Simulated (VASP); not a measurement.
Here is a VASP 6.6.1 calculation.

File INCAR:

```
SYSTEM = GaN
PREC = Accurate
ENCUT = 520
EDIFF = 1E-7
ISMEAR = 0
SIGMA = 0.01
LREAL = .False.
LASPH = .True.
NELM = 80
ALGO = Normal
ISIF = 2
LWAVE = .False.
LCHARG = .True.
GGA = PE
LELF = .True.
LVHAR = .True.
NBANDS = 16
```

Contents of KPOINTS:

```
Automatic mesh
0
Gamma
  4 4 4
  0 0 0
```

The input POSCAR:

```
GaN
1.0
    0.0000000000      2.2535010000      2.2535010000
    2.2535010000      0.0000000000      2.2535010000
    2.2535010000      2.2535010000      0.0000000000
Ga N
1 1
Direct
    0.0000000000      0.0000000000      0.0000000000
    0.7500000000      0.7500000000      0.7500000000
```

Potentials or basis: VASP PAW PBE potentials, release 64 (Ga_d, N).

Launch:

```console
$ cat potpaw_PBE.64/Ga_d/POTCAR potpaw_PBE.64/N/POTCAR > POTCAR
$ mpirun -np 1 vasp_std > vasp.out
```

Q: Predict the band gap on the k mesh.

A: 1.70 eV, direct.

Q: Predict the pressure.

A: 5.0 GPa.

Caveat: the k points lie up to 0.60 Å⁻¹ apart. As with any semilocal functional, this PBE gap is likely too small.
